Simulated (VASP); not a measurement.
Set up this calculation in VASP 6.6.1, as the native input.

```yaml
Task: single point
Functional: revPBE
Potentials_or_basis: VASP PAW PBE potentials, release 64 (Al, O)
Cutoff: 520 eV
k_mesh: 7 × 7 × 7
Occupations: fermi-dirac, width 0.05 eV
Spin: no spin polarisation
Dipole_correction: no
Further_INCAR_settings: ALGO = Normal; EDIFF = 1e-07; NBANDS = 35
```

The structure of Al2O3 (Corundum) lies in POSCAR:

```
Al2O3
1.0
    2.3960137044      1.3833391572      4.3605553615
   -2.3960137044      1.3833391572      4.3605553615
    0.0000000000     -2.7666783145      4.3605553615
Al O
4 6
Direct
    0.8521600000      0.8521600000      0.8521600000
    0.6478400000      0.6478400000      0.6478400000
    0.1478400000      0.1478400000      0.1478400000
    0.3521600000      0.3521600000      0.3521600000
    0.0566800000      0.7500000000      0.4433200000
    0.7500000000      0.4433200000      0.0566800000
    0.4433200000      0.0566800000      0.7500000000
    0.9433200000      0.2500000000      0.5566800000
    0.2500000000      0.5566800000      0.9433200000
    0.5566800000      0.9433200000      0.2500000000
```

One way to write it, as run:

INCAR

```
SYSTEM = Al2O3
PREC     = Accurate       ! precision mode
ENCUT    = 520            ! plane-wave cutoff, eV
EDIFF    = 1E-7           ! SCF threshold, eV
ISMEAR   = -1             ! smearing method
SIGMA    = 0.05           ! smearing width, eV
LREAL    = .FALSE.        ! projectors in reciprocal space
LASPH    = .TRUE.         ! aspherical terms in the spheres
NELM     = 60             ! most SCF steps
ALGO     = Normal         ! electronic algorithm
ISIF     = 2              ! what is computed and relaxed
LWAVE    = .FALSE.        ! write WAVECAR
LCHARG   = .FALSE.        ! write CHGCAR
GGA      = RE             ! functional
NBANDS   = 35             ! bands
```

KPOINTS

```
Automatic mesh
0
G
  7 7 7
  0 0 0
```

Potentials or basis: VASP PAW PBE potentials, release 64 (Al, O).

Command:

```console
$ cat potpaw_PBE.64/Al/POTCAR potpaw_PBE.64/O/POTCAR > POTCAR
$ mpirun -np 1 vasp_std > vasp.out
```

It gave:

```yaml
Pressure: 5.7 GPa
Largest_force: 0.020 eV/Å
Band_gap_on_the_k_mesh: 6.04 eV, direct
```

Caveat: the PAW data sets were made with another functional, which shifts forces and pressure a little.

Wall time 110 s on 1 thread of Intel(R) Xeon(R) 6975P-C (Granite Rapids), with other jobs on the host, peak memory 0.27 GiB.
